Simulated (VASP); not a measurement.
Here is a VASP 6.6.1 calculation.

The input INCAR:

```
  PREC = Accurate
  ENCUT = 600
  EDIFF = 1E-6
  ISMEAR = 0
  SIGMA = 0.1
  LREAL = False
  LASPH = True
  NELM = 100
  ALGO = Normal
  ISIF = 3
  LWAVE = False
  LCHARG = False
  GGA = PE
  IBRION = 2
  NSW = 90
  EDIFFG = -0.04
```

KPOINTS

```
Automatic mesh
0
Gamma
  6 6 6
```

File POSCAR:

```
TeP2
1.0
    1.7990193606     -5.9323845938      0.0000000000
    1.7990193606      5.9323845938      0.0000000000
    0.0000000000      0.0000000000      2.9537270921
Te P
1 2
Direct
    0.5000000000      0.5000000000      0.0000000000
    0.8136277058      0.1863722942      0.0000000000
    0.1863722942      0.8136277058      0.0000000000
```

Potentials or basis: VASP PAW PBE potentials, release 64 (Te, P).

Launch:

```sh
$ cat potpaw_PBE.64/Te/POTCAR potpaw_PBE.64/P/POTCAR > POTCAR
$ mpirun -np 1 vasp_std > vasp.out
```

Predict the relaxed volume.

24.70 Å³/atom.

Estimate the relaxed cell.

a = 8.308 Å, b = 8.308 Å, c = 2.778 Å, α = 90.00°, β = 90.00°, γ = 157.27°.

Stress tensor (GPa, compression positive):
```
-0.03  0.00  0.00
 0.00  0.15  0.00
 0.00  0.00  0.00
```

Caveat: the volume moved by over 15 % at a fixed basis, so the end points are rough.
